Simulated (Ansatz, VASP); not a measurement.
**One calculation of Ni3PdC, two programs**

File POSCAR:

```
Ni3PdC
1.0
    3.8045635417      0.0000000000      0.0000000000
    0.0000000000      3.8045635417      0.0000000000
    0.0000000000      0.0000000000      3.8045635417
Pd C Ni
1 1 3
Direct
    0.0000000000      0.0000000000      0.0000000000
    0.5000000000      0.5000000000      0.5000000000
    0.5000000000      0.5000000000      0.0000000000
    0.5000000000      0.0000000000      0.5000000000
    0.0000000000      0.5000000000      0.5000000000
```

Contents of INCAR.step1:

```
PREC = Accurate
ENCUT = 520
ISMEAR = 0
SIGMA = 0.1
LREAL = F
LASPH = T
NELM = 80
NBANDS = 30
GGA = PE
ALGO = Normal
EDIFF = 1E-4
LWAVE = T
LCHARG = F
```

File INCAR.step2:

```
PREC = Accurate
ENCUT = 520
EDIFF = 1E-6
ISMEAR = 0
SIGMA = 0.1
LREAL = F
LASPH = T
NELM = 80
ALGO = Normal
ISIF = 2
LWAVE = F
LCHARG = T
METAGGA = R2SCAN
LMIXTAU = T
LELF = T
LVHAR = T
NBANDS = 30
ISTART = 1
```

Contents of KPOINTS:

```
Automatic mesh
0
Gamma
  10 10 10
```

Input for Ansatz:

```yaml
crystal:
  lattice:
    - [3.8045635417, 0.0, 0.0]
    - [0.0, 3.8045635417, 0.0]
    - [0.0, 0.0, 3.8045635417]
  atoms:
    - { symbol: Pd, position: [0.0, 0.0, 0.0] }
    - { symbol: C, position: [0.5, 0.5, 0.5] }
    - { symbol: Ni, position: [0.5, 0.5, 0.0] }
    - { symbol: Ni, position: [0.5, 0.0, 0.5] }
    - { symbol: Ni, position: [0.0, 0.5, 0.5] }
basis:
  ecutwfc: 500
kpoints:
  mp_grid: { grid: [10, 10, 10] }
hamiltonian:
  xc: r2scan
scf:
  occupations: { method: gaussian, width: 0.1 }
  lower_state_search: "off"
output:
  forces: true
  stress: true
  eigenvalues: true
```

Alike in both runs: task single point; functional r2SCAN; k mesh 10 × 10 × 10; occupations gaussian, width 0.1 eV; no spin polarisation.

```csv
,VASP,Ansatz
version,VASP 6.6.1,Ansatz 0.2.0
potentials or method,"VASP PAW PBE potentials, release 64 (Pd, C, Ni), cutoff 520 eV","scalar-relativistic, plane waves, PAW"
valence electrons in the cell,44,76
```

|  | VASP | Ansatz | Ansatz less VASP |
| --- | --- | --- | --- |
| gap on the k mesh at the Fermi level (eV) | none | none | - |
| pressure (GPa) | -5.1 | -6.0 | -0.88 |

VASP's potentials were made for PBE, not for r2SCAN. A gap of «none» marks a metal or a gap that the smearing closes. VASP's potentials hold 44 valence electrons a cell and Ansatz's 76, so a difference there can come from the potentials and not from the codes.
